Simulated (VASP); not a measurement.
A run of VASP 6.6.1:

Contents of INCAR:

```
PREC = Accurate
ENCUT = 520
EDIFF = 1E-6
ISMEAR = 0
SIGMA = 0.1
LREAL = False
LASPH = True
NELM = 60
ALGO = Normal
ISIF = 2
LWAVE = False
LCHARG = False
GGA = PE
NBANDS = 15
```

Contents of KPOINTS:

```
Automatic mesh
0
Gamma
  14 14 14
```

The input POSCAR:

```
TiC
1.0
    0.0000000000      2.1640000000      2.1640000000
    2.1640000000      0.0000000000      2.1640000000
    2.1640000000      2.1640000000      0.0000000000
Ti C
1 1
Direct
   -0.0346580407      0.0346580407      0.0346580407
    0.5000000000      0.5000000000      0.5000000000
```

Potentials or basis: VASP PAW PBE potentials, release 64 (Ti_sv, C).

Command:

```console
$ cat potpaw_PBE.64/Ti_sv/POTCAR potpaw_PBE.64/C/POTCAR > POTCAR
$ mpirun -np 1 vasp_std > vasp.out
```

Hardware: 1 thread of Intel(R) Xeon(R) 6975P-C (Granite Rapids), with other jobs on the host.

How long does it take, and how much memory?

Wall time 26 s on 1 thread of Intel(R) Xeon(R) 6975P-C (Granite Rapids), on a shared host, peak memory 0.2 GiB. Counts: scf iterations 14, k points 244.
